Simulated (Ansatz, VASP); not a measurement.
# Two plane-wave programs on Hf3Si2W

```
Hf Si W
1.0
    -2.71654    2.71654    5.11380
     2.71654   -2.71654    5.11380
     2.71654    2.71654   -5.11380
Hf Si W
3 2 1
Cartesian
  0.0000 2.7165 0.0000
  2.7165 0.0000 0.0000
  0.0000 0.0000 5.1138
  0.0000 2.7165 2.5569
  2.7165 0.0000 2.5569
  0.0000 0.0000 0.0000
```

Alike in both runs: functional PBE; k mesh 6 × 6 × 6; occupations gaussian, width 0.1 eV; no spin polarisation.

Ansatz relaxed the structure, and its values are those at the end. VASP's run is a single point on that final structure, the one shown.

```csv
,VASP,Ansatz
version,VASP 6.6.1,Ansatz 0.2.0
potentials or method,"VASP PAW PBE potentials, release 64 (Hf_pv, Si, W_sv), cutoff 520 eV","scalar-relativistic, plane waves, PAW"
valence electrons in the cell,52,100
```

```csv
,VASP,Ansatz,Ansatz less VASP
gap on the k mesh at the Fermi level (eV),none,none,-
pressure (GPa),0.0,0.0,+0.02
```

A gap of «none» marks a metal or a gap that the smearing closes. VASP's potentials hold 52 valence electrons a cell and Ansatz's 100, so a difference there can come from the potentials and not from the codes.

Spin-orbit coupling is off throughout.
